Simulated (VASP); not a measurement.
# Sb in VASP: notebook, part 3 of 3

VASP 6.6.1. Earlier steps stand in the parts before.

## Step 4: Single point, LDA

Contents of INCAR:

```
SYSTEM = Sb
PREC     = Accurate       ! precision mode
ENCUT    = 520            ! plane-wave cutoff, eV
EDIFF    = 1E-7           ! SCF threshold, eV
ISMEAR   = -1             ! smearing method
SIGMA    = 0.08           ! smearing width, eV
LREAL    = .FALSE.        ! projectors in reciprocal space
LASPH    = .TRUE.         ! aspherical terms in the spheres
NELM     = 80             ! most SCF steps
ALGO     = Normal         ! electronic algorithm
ISIF     = 2              ! what is computed and relaxed
LWAVE    = .FALSE.        ! write WAVECAR
LCHARG   = .FALSE.        ! write CHGCAR
LDIPOL   = .TRUE.       
IDIPOL   = 3            
DIPOL    = 0.5 0.5 0.500
NBANDS   = 14             ! bands
```

Contents of KPOINTS:

```
Automatic mesh
0
G
  14 14 1
  0 0 0
```

Contents of POSCAR:

```
Sb
1.0
    3.2985250201      0.0000000000      0.0000000000
   -1.6492625100      2.8566064624      0.0000000000
    0.0000000000      0.0000000000     21.4548000000
Sb
3
Direct
    0.0000000000      0.0000000000      0.3773906233
    0.3333333333      0.6666666667      0.4999999997
    0.0000000000      0.0000000000      0.6226093770
```

Potentials or basis: VASP PAW LDA potentials, release 64 (Sb).

The run is started by

```sh
$ cat potpaw_LDA.64/Sb/POTCAR > POTCAR
$ mpirun -np 1 vasp_std > vasp.out
```

OUTCAR:

```text
SYSTEM = Sb
   PREC = Accurate
   ENCUT = 520
   EDIFF = 1E-7
   ISMEAR = -1
   LREAL = .FALSE.
   LASPH = .TRUE.
   NELM = 80
   ISIF = 2

 ion  position               nearest neighbor table
   1  0.000  0.000  0.377-   2 3.25   2 3.25   2 3.25
   2  0.333  0.667  0.500-   1 3.25   1 3.25   1 3.25   3 3.25   3 3.25   3 3.25
   3  0.000  0.000  0.623-   2 3.25   2 3.25   2 3.25

  LATTYP: Found a hexagonal cell.
 ALAT       =     3.2985250201
 C/A-ratio  =     6.5043617584

  Lattice vectors:

 A1 = (   3.2985250201,   0.0000000000,   0.0000000000)
 A2 = (  -1.6492625100,   2.8566064624,   0.0000000000)
 A3 = (   0.0000000000,   0.0000000000,  21.4548000000)

Analysis of symmetry for initial positions (statically):
=====================================================================
 Subroutine PRICEL returns:
 Original cell was already a primitive cell.

 Routine SETGRP: Setting up the symmetry group for a
 hexagonal supercell.

 Subroutine GETGRP returns: Found 12 space group operations
 (whereof 12 operations were pure point group operations)
 out of a pool of 24 trial point group operations.

The static configuration has the point symmetry D_3h.

Analysis of symmetry for dynamics (positions and initial velocities):
=====================================================================
 Subroutine PRICEL returns:
 Original cell was already a primitive cell.

 Routine SETGRP: Setting up the symmetry group for a
 hexagonal supercell.

 Subroutine GETGRP returns: Found 12 space group operations
 (whereof 12 operations were pure point group operations)
 out of a pool of 24 trial point group operations.

The dynamic configuration has the point symmetry D_3h.

 Subroutine INISYM returns: Found 12 space group operations
 (whereof 12 operations are pure point group operations),
 and found     1 'primitive' translations

----------------------------------------------------------------------------------------

                                     Primitive cell

  volume of cell :     202.1597

  direct lattice vectors                    reciprocal lattice vectors
     3.298525020  0.000000000  0.000000000     0.303165807  0.175032860  0.000000000
    -1.649262510  2.856606462  0.000000000     0.000000000  0.350065721  0.000000000
     0.000000000  0.000000000 21.454800000     0.000000000  0.000000000  0.046609616

  length of vectors
     3.298525020  3.298525020 21.454800000     0.350065721  0.350065721  0.046609616

  position of ions in fractional coordinates (direct lattice)
     0.000000000  0.000000000  0.377390623
     0.333333333  0.666666667  0.500000000
     0.000000000  0.000000000  0.622609377

  ion indices of the primitive-cell ions
   primitive index   ion index
                 1           1
                 2           2
                 3           3

----------------------------------------------------------------------------------------

 KPOINTS: Automatic mesh

Automatic generation of k-mesh.
 Grid dimensions read from file:
 generate k-points for:   14   14    1

 Generating k-lattice:

  Cartesian coordinates                     Fractional coordinates (reciprocal lattice)
     0.021654701  0.012502347  0.000000000     0.071428571  0.000000000  0.000000000
[... 48 lines left out ...]
 SYSTEM =  Sb
   PREC   = accura    normal or accurate (medium, high low for compatibility)
   ISTART =      0    job   : 0-new  1-cont  2-samecut
   ICHARG =      2    charge: 1-file 2-atom 10-const
   ISPIN  =      1    spin polarized calculation?
   LNONCOLLINEAR =      F non collinear calculations
   LSORBIT =      F    spin-orbit coupling
   LASPH  =      T    aspherical Exc in radial PAW
   ENCUT  =  520.0 eV  38.22 Ry    6.18 a.u.   6.13  6.13 39.89*2*pi/ulx,y,z
   NELM   =     80;   NELMIN=  2; NELMDL= -5     # of ELM steps
   EDIFF  = 0.1E-06   stopping-criterion for ELM
   LREAL  =      F    real-space projection
   EDIFFG = 0.1E-05   stopping-criterion for IOM
   NSW    =      0    number of steps for IOM
   IBRION =     -1    ionic relax: 0-MD 1-quasi-New 2-CG
   NFREE  =      0    steps in history (QN), initial steepest desc. (CG)
   ISIF   =      2    stress and relaxation
   ISYM   =      2    0-nonsym 1-usesym 2-fastsym
   POTIM  = 0.5000    time-step for ionic-motion
   TEBEG  =    0.0;   TEEND  =   0.0 temperature during run
   PSTRESS=    0.0 pullay stress
   NELECT =      15.0000    total number of electrons
   NUPDOWN=      -1.0000    fix difference up-down
   EMIN   =  10.00;   EMAX   =-10.00  energy-range for DOS
   EFERMI =   0.00;   METHOD = LEGACY
   ISMEAR =    -1;   SIGMA  =   0.08  broadening in eV -4-tet -1-fermi 0-gaus
   EFERMI_NEDOS =   21; number of points for ismear=-14 and -15
   IALGO  =     38    algorithm
   IMIX   =      4    mixing-type and parameters
     AMIX     =   0.40;   BMIX     =  1.00
     AMIX_MAG =   1.60;   BMIX_MAG =  1.00
  volume/ion in A,a.u.               =      67.39       454.75
  Fermi-wavevector in a.u.,A,eV,Ry     =   0.687924  1.299988  6.438810  0.473239
  Thomas-Fermi vector in A             =   1.768577
   LORBIT       =      0    0 simple, 1 ext, 2 COOP (PROOUT), +10 PAW based schemes
   GGA     = CA    functional components
   LHFCALC =     F    Hartree Fock is set to
   AEXX    =    0.0000 exact exchange contribution
   IVDW    =     0    specifies the selected vdW correction
   LEPSILON=     F    determine dielectric tensor
   LRPA    =     F    only Hartree local field effects (RPA)
 non-spin polarized calculation
  energy-cutoff  :      520.00
  volume of cell :      202.16
 maximum number of plane-waves:      5478
 NGX is ok and might be reduce to    28
   NGX = 13   NGY = 13   NGZ = 79

 dipolmoment           0.000000      0.000000      0.000000 electrons x Angstroem

 number of electron      15.0000000 magnetization

 dipolmoment           0.000000      0.000000     -0.000000 electrons x Angstroem

 Free energy of the ion-electron system (eV)
  ---------------------------------------------------
  ext. energy  EPLUGINS =         0.00000000
  ---------------------------------------------------
  free energy    TOTEN  =       -13.26024022 eV

  energy without entropy =      -13.20874705  energy(sigma->0) =      -13.23449363

 E-fermi :   0.5867     XC(G=0):  -4.7419

 val. band max:        0.5512659006   @ k =   0.3571   0.1429   0.0000
 cond. band min:       0.6314978438   @ k =   0.1429   0.1429   0.0000
 fundamental gap:      0.0802319431
 Fermi energy:         0.5867429893

 k-point     1 :       0.0000    0.0000    0.0000
  band No.  band energies     occupation
      1     -12.5291      2.00000
      2     -11.0952      2.00000
      3      -9.3661      2.00000
      4      -4.1941      2.00000
      5      -1.0249      2.00000
      6       2.4855      0.00000
      7       4.6017      0.00000
      8       4.6070      0.00000
      9       4.6070      0.00000
     10       5.3017      0.00000
     11       5.6097      0.00000
     12       5.6097      0.00000
     13       5.7317      0.00000
     14       6.1099      0.00000
[... 377 lines left out ...]
      1      -7.8296      2.00000
      2      -7.1999      2.00000
      3      -7.0254      2.00000
      4      -3.8037      2.00000
      5      -3.5075      2.00000
      6      -2.8678      2.00000
      7      -2.1939      2.00000
      8      -1.8968      2.00000
      9      -0.6868      2.00000
     10       0.5217      1.38525
     11       1.8677      0.00000
     12       2.8927      0.00000
     13       5.2917      0.00000
     14       7.0096      0.00000

------------------------ aborting loop because EDIFF is reached ----------------------------------------

 vacuum level on the upper side and lower side of the slab       (xc-potential included)        -0.091        -0.091

  FORCE on cell =-STRESS in cart. coord.  units (eV):
  Direction    XX          YY          ZZ          XY          YZ          ZX
  --------------------------------------------------------------------------------------
  -------------------------------------------------------------------------------------
  Total       -1.0007222     -1.0007222      0.0752909     -0.0000000      0.0000000     -0.0000000
  in kB       -7.9310271     -7.9310271      0.5967036     -0.0000000      0.0000000     -0.0000000
  external PRESSURE =      -5.0884502 kB  Pullay stress =       0.0000000 kB

 VOLUME and BASIS-vectors are now :
 -----------------------------------------------------------------------------
  energy-cutoff  :      520.00
  volume of cell :      202.16
      direct lattice vectors                 reciprocal lattice vectors
     3.298525020  0.000000000  0.000000000     0.303165807  0.175032860  0.000000000
    -1.649262510  2.856606462  0.000000000     0.000000000  0.350065721  0.000000000
     0.000000000  0.000000000 21.454800000     0.000000000  0.000000000  0.046609616

 POSITION                                       TOTAL-FORCE (eV/Angst)
 -----------------------------------------------------------------------------------
      0.00000      0.00000      8.09684        -0.000000      0.000000     -0.015069
     -0.00000      1.90440     10.72740         0.000000      0.000000      0.000000
      0.00000      0.00000     13.35796        -0.000000      0.000000      0.015069
 -----------------------------------------------------------------------------------
    total drift:                                0.000000     -0.000000      0.000000

  FREE ENERGIE OF THE ION-ELECTRON SYSTEM (eV)
  ---------------------------------------------------
  free  energy   TOTEN  =       -13.2602402169 eV

  energy  without entropy=      -13.2087470450  energy(sigma->0) =      -13.23449363

 vacuum level on the upper side and lower side of the slab         5.121         5.121
```

Run time: 2.6 min. Hardware: 1 thread of Intel Xeon 8259CL, shared host; peak memory 0.28 GiB.

Results:

```
Free energy            : -13.2602 eV
Largest force          : 0.015 eV/Å
Band gap on the k mesh : zero (an odd number of electrons rules out a gap without spin polarisation)
```

Forces in eV/Å, atoms in the order of the input:
```
Sb   0.000  0.000 -0.015
Sb   0.000  0.000  0.000
Sb   0.000  0.000  0.015
```

Caveat: spin-orbit coupling is left out, which moves the levels of the heavy elements.

## Step 5: Relaxation of the atoms, LDA

Contents of INCAR:

```
SYSTEM = Sb
ALGO = Normal
DIPOL = 0.5 0.5 0.500
EDIFF = 1E-7
EDIFFG = -0.01
ENCUT = 520
IBRION = 2
IDIPOL = 3
ISIF = 2
ISMEAR = -1
LASPH = .True.
LCHARG = .False.
LDIPOL = .True.
LREAL = .False.
LWAVE = .False.
NELM = 80
NSW = 60
PREC = Accurate
SIGMA = 0.08
```

Contents of KPOINTS:

```
k-points
0
Gamma
  14 14 1
  0 0 0
```

Contents of POSCAR:

```
Sb
1.0
    3.2985250201      0.0000000000      0.0000000000
   -1.6492625100      2.8566064624      0.0000000000
    0.0000000000      0.0000000000     21.4548000000
Sb
3
Direct
    0.0000000000      0.0000000000      0.3728769146
    0.3333333340      0.6666666660      0.5000000000
    0.0000000000      0.0000000000      0.6271230854
```

The run is started by

```sh
$ cat potpaw_LDA.64/Sb/POTCAR > POTCAR
$ mpirun -np 1 vasp_std > vasp.out
```

Run time: 5.4 min. Hardware: 1 thread of Intel Xeon 8259CL, shared host; peak memory 0.29 GiB.

The run converged. Its results:

* Free energy: -13.2604 eV
* Energy gained by relaxing: 5.3 meV/atom
* Ionic steps: 5
* Band gap on the k mesh: zero (an odd number of electrons rules out a gap without spin polarisation)

Step by step:
| step | energy change (eV) | largest force (eV/Å) | pressure (GPa) |
| --- | --- | --- | --- |
| 1 | 0.0000 | 0.1736 | -1.24 |
| 2 | -0.0028 | 0.1583 | -1.18 |
| 3 | -0.0096 | 0.1118 | -1.00 |
| 4 | -0.0159 | 0.0117 | -0.62 |
| 5 | -0.0159 | 0.0004 | -0.57 |

Final structure:
```
CELL_PARAMETERS angstrom
3.29853 0.00000 0.00000
-1.64926 2.85661 0.00000
0.00000 0.00000 21.45480
ATOMIC_POSITIONS crystal
Sb 0.00000 0.00000 0.37705
Sb 0.33333 0.66667 0.50000
Sb 0.00000 0.00000 0.62295
```

Levels at points of the mesh, in eV from the Fermi level:
| k point | band 5 | band 6 | band 7 | band 8 | band 9 | band 10 |
| --- | --- | --- | --- | --- | --- | --- |
| (0.00, 0.00, 0.00) | -1.63 | 1.87 | 4.02 | 4.03 | 4.03 | 4.71 |
| (0.50, 0.00, 0.00) | -5.05 | -3.71 | -1.08 | 0.70 | 0.94 | 1.31 |

Caveat: spin-orbit coupling is left out, which moves the levels of the heavy elements.
